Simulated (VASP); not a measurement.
A run of VASP 6.6.1 is set up as follows.

INCAR

```
SYSTEM = SiNi3
PREC = Accurate
ENCUT = 520
EDIFF = 1E-6
ISMEAR = 0
SIGMA = 0.05
LREAL = .FALSE.
LASPH = .TRUE.
NELM = 150
ALGO = Fast
ISIF = 2
LWAVE = .FALSE.
LCHARG = .FALSE.
ISPIN = 2
MAGMOM = 0 0.8 0.8 0.8
LORBIT = 11
LMAXMIX = 4
GGA = PS
NBANDS = 29
```

The input KPOINTS:

```
regular mesh
0
G
  10 10 10
  0 0 0
```

Contents of POSCAR:

```
SiNi3
1.0
    3.5813798195      0.0000000000      0.0000000000
    0.0000000000      3.5813798195      0.0000000000
    0.0000000000      0.0000000000      3.5813798195
Si Ni
1 3
Direct
    0.0000000000      0.0000000000      0.0000000000
    0.0000000000      0.5000000000      0.5000000000
    0.5000000000      0.0000000000      0.5000000000
    0.5000000000      0.5000000000      0.0000000000
```

Potentials or basis: VASP PAW PBE potentials, release 64 (Si, Ni).

Run with:

```bash
$ cat potpaw_PBE.64/Si/POTCAR potpaw_PBE.64/Ni/POTCAR > POTCAR
$ mpirun -np 1 vasp_std > vasp.out
```

Predict the band gap on the k mesh.

zero (filled and empty bands overlap).

Predict the net moment.

0.00 μB per cell.

What does it give for the pressure?

-19.1 GPa.

Caveat: the PAW data sets were made with another functional, which shifts forces and pressure a little.
